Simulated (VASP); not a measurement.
The system is SiC.

```xyz
2
Lattice="2.1044 0.0000 0.0000 -1.0522 1.8225 0.0000 0.0000 0.0000 7.3032" Properties=species:S:1:pos:R:3 pbc="T T T"
Si    0.0000    1.2150    0.0000
C     1.0522    0.6075    0.0000
```

| Quantity | Value |
| --- | --- |
| Program | VASP 6.6.1 |
| Task | relaxation of cell and atoms |
| Functional | PBE |
| Potentials or basis | VASP PAW PBE potentials, release 64 (Si, C) |
| Cutoff | 600 eV |
| k mesh | 12 × 12 × 4 |
| Occupations | gaussian, width 0.1 eV |
| Spin | no spin polarisation |

At the start: pressure 412.5 GPa; volume 14.01 Å³/atom.

Q: Where does the relaxation end?

A: Over 25 steps the energy falls by 16512.9 meV/atom and the volume is 19.28 Å³/atom (+37.7 %); space group P-6m2 (No. 187, to 0.05 Å).

The path:
| step | energy change (eV) | largest force (eV/Å) | pressure (GPa) | volume (Å³) |
| --- | --- | --- | --- | --- |
| 1 | 0.0000 | 0.0000 | 412.49 | 28.01 |
| 2 | -11.4751 | 0.0000 | -4.02 | 364.49 |
| 3 | -13.4949 | 0.0000 | -4.35 | 310.01 |
| 4 | -15.2107 | 0.0000 | -4.87 | 268.19 |
| 5 | -25.4353 | 0.0000 | -12.71 | 117.42 |
| 6 | -32.7630 | 0.0000 | -8.61 | 65.04 |
| 7 | -29.4297 | 0.0000 | 64.71 | 44.60 |
| 8 | -32.9628 | 0.0000 | -3.50 | 61.51 |
| 9 | -32.9921 | 0.0000 | 0.12 | 59.57 |
| 10 | -32.9886 | 0.0000 | -1.37 | 60.32 |
| 11 | -32.9821 | 0.0000 | 2.09 | 58.46 |
| 12 | -32.9924 | 0.0000 | -0.11 | 59.61 |
| 13 | -32.9924 | 0.0000 | -0.08 | 59.60 |
| 14 | -32.9928 | 0.0000 | -0.08 | 59.44 |
| 15 | -32.9939 | 0.0000 | -0.10 | 58.98 |
| 16 | -32.9960 | 0.0000 | -0.10 | 58.06 |
| 17 | -33.0000 | 0.0000 | -0.14 | 56.21 |
| 18 | -33.0074 | 0.0000 | -0.23 | 52.50 |
| 19 | -33.0197 | 0.0000 | -0.49 | 45.07 |
| 20 | -32.9356 | 0.0000 | -0.03 | 30.08 |
| 21 | -33.0207 | 0.0000 | -0.53 | 44.33 |
| 22 | -33.0241 | 0.0000 | -0.85 | 37.22 |
| 23 | -33.0245 | 0.0000 | -0.70 | 40.82 |
| 24 | -33.0252 | 0.0000 | -0.78 | 39.02 |
| 25 | -33.0258 | 0.0000 | -0.11 | 38.56 |

Final structure:
```xyz
2
Lattice="3.0766 0.0000 0.0000 -1.5383 2.6644 0.0000 0.0000 0.0000 4.7041" Properties=species:S:1:pos:R:3 pbc="T T T"
Si    0.0000    1.7763    0.0000
C     1.5383    0.8881    0.0000
```

Caveat: the volume moved by over 15 % at a fixed basis, so the end points are rough.
